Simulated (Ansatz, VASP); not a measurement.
## One calculation of SiC, two programs

```
Si C
1.0
     1.54742   -2.68017    0.00000
     1.54742    2.68017    0.00000
     0.00000    0.00000   15.18481
Si C
6 6
Direct
  0.16668 0.83332 0.85773
  0.83332 0.16668 0.35773
  0.49998 0.50002 0.52447
  0.50002 0.49998 0.02447
  0.83335 0.16665 0.69120
  0.16665 0.83335 0.19120
  0.50002 0.49998 0.64983
  0.49998 0.50002 0.14983
  0.16668 0.83332 0.98272
  0.83332 0.16668 0.48272
  0.83334 0.16666 0.81620
  0.16666 0.83334 0.31620
```

Alike in both runs: functional PBE; k mesh 8 × 8 × 2; occupations gaussian, width 0.1 eV; no spin polarisation.

Ansatz relaxed the structure, and its values are those at the end. VASP's run is a single point on that final structure, the one shown.

```csv
,VASP,Ansatz
version,VASP 6.6.1,Ansatz 0.2.0
potentials or method,"VASP PAW PBE potentials, release 64 (Si, C), cutoff 520 eV","scalar-relativistic, plane waves, PAW"
valence electrons in the cell,48,48
```

```tsv
	VASP	Ansatz	Ansatz less VASP
gap on the k mesh at the Fermi level (eV)	2.03	2.03	+0.002
least direct gap on the mesh (eV)	3.12	3.13	+0.002
pressure (GPa)	0.0	0.1	+0.05
rms of the force components (eV/Å)	0.005	0.005	+0.0002
```

The functional is the same, so the differences come from potentials, cutoffs and numerics.
